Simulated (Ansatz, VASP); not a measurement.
# Cr2Ge6Mo: VASP beside Ansatz

```
CELL_PARAMETERS angstrom
-1.63729 4.07190 4.90128
1.63729 -4.07190 4.90128
1.63729 4.07190 -4.90128
ATOMIC_POSITIONS crystal
Cr 0.33342 0.33342 0.00000
Cr 0.66658 0.66658 0.00000
Ge 0.34205 0.00000 0.34205
Ge 0.66807 0.32944 0.33862
Ge 0.00918 0.67056 0.33862
Ge 0.65795 0.00000 0.65795
Ge 0.99082 0.32944 0.66138
Ge 0.33193 0.67056 0.66138
Mo 0.00000 0.00000 0.00000
```

Alike in both runs: task single point; functional PBE; k mesh 6 × 6 × 6; occupations gaussian, width 0.1 eV; no spin polarisation.

|  | VASP | Ansatz |
| --- | --- | --- |
| version | VASP 6.6.1 | Ansatz 0.2.0 |
| potentials or method | VASP PAW PBE potentials, release 64 (Cr_pv, Ge_d, Mo_sv), cutoff 520 eV | scalar-relativistic, plane waves, PAW |
| valence electrons in the cell | 122 | 126 |

Ansatz gave:

```
gap on the k mesh at the Fermi level (eV)                     : none
pressure (GPa)                                                : 0.0
traceless stress, the component that is largest in VASP (GPa) : -0.16
rms of the force components (eV/Å)                            : 0.008
```

Which values does VASP return?

gap on the k mesh at the Fermi level (eV): none; pressure (GPa): 0.1; traceless stress, the component that is largest in VASP (GPa): -0.17; rms of the force components (eV/Å): 0.009.

Atom by atom the forces differ by 0.004 eV/Å (rms over components). A gap of «none» marks a metal or a gap that the smearing closes. VASP's potentials hold 122 valence electrons a cell and Ansatz's 126, so a difference there can come from the potentials and not from the codes.
